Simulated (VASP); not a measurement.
Wanted: the native input for a VASP 6.6.1 run.

```yaml
Task: single point
Functional: PBEsol
Potentials_or_basis: VASP PAW PBE potentials, release 64 (P)
Cutoff: 520 eV
k_mesh: 9 × 9 × 9
Occupations: gaussian, width 0.1 eV
Spin: no spin polarisation
Dipole_correction: no
Further_INCAR_settings: ALGO = Normal; EDIFF = 1e-07; NBANDS = 42
```

The structure of P lies in POSCAR:

```
P
1.0
    3.3352261190      1.9255936976      4.9850843854
   -3.3352261190      1.9255936976      4.9850843854
    0.0000000000     -3.8511873952      4.9850843854
P
12
Direct
    0.1188567646      0.5166526938      0.1188567646
    0.1188567646      0.1188567646      0.5166526938
    0.5166526938      0.1188567646      0.1188567646
    0.8811432354      0.4833473062      0.8811432354
    0.4833473062      0.8811432354      0.8811432354
    0.8811432354      0.8811432354      0.4833473062
    0.2774586312      0.6537935936      0.2774586312
    0.2774586312      0.2774586312      0.6537935936
    0.6537935936      0.2774586312      0.2774586312
    0.7225413688      0.3462064064      0.7225413688
    0.3462064064      0.7225413688      0.7225413688
    0.7225413688      0.7225413688      0.3462064064
```

These files were run (other wordings do the same):

INCAR

```
SYSTEM = P
ALGO     = Normal         ! electronic algorithm
EDIFF    = 1E-7           ! SCF threshold, eV
ENCUT    = 520            ! plane-wave cutoff, eV
GGA      = PS             ! functional
ISIF     = 2              ! what is computed and relaxed
ISMEAR   = 0              ! smearing method
LASPH    = .True.         ! aspherical terms in the spheres
LCHARG   = .True.         ! write CHGCAR
LELF     = .True.         ! ELF
LREAL    = .False.        ! projectors in reciprocal space
LVHAR    = .True.       
LWAVE    = .False.        ! write WAVECAR
NBANDS   = 42             ! bands
NELM     = 60             ! most SCF steps
PREC     = Accurate       ! precision mode
SIGMA    = 0.1            ! smearing width, eV
```

KPOINTS

```
k-points
0
Gamma
  9 9 9
  0 0 0
```

Potentials or basis: VASP PAW PBE potentials, release 64 (P).

The run is started by

```console
$ cat potpaw_PBE.64/P/POTCAR > POTCAR
$ mpirun -np 1 vasp_std > vasp.out
```

It gave:

```
Pressure               : 0.1 GPa
Largest force          : 0.028 eV/Å
Band gap on the k mesh : zero (bands 30 and 31 overlap by 1.13 eV)
```

Caveat: the PAW data sets were made with another functional, which shifts forces and pressure a little.

Wall time 6 min on 1 thread of Intel(R) Xeon(R) 6975P-C (Granite Rapids), with other jobs on the host, peak memory 0.61 GiB.
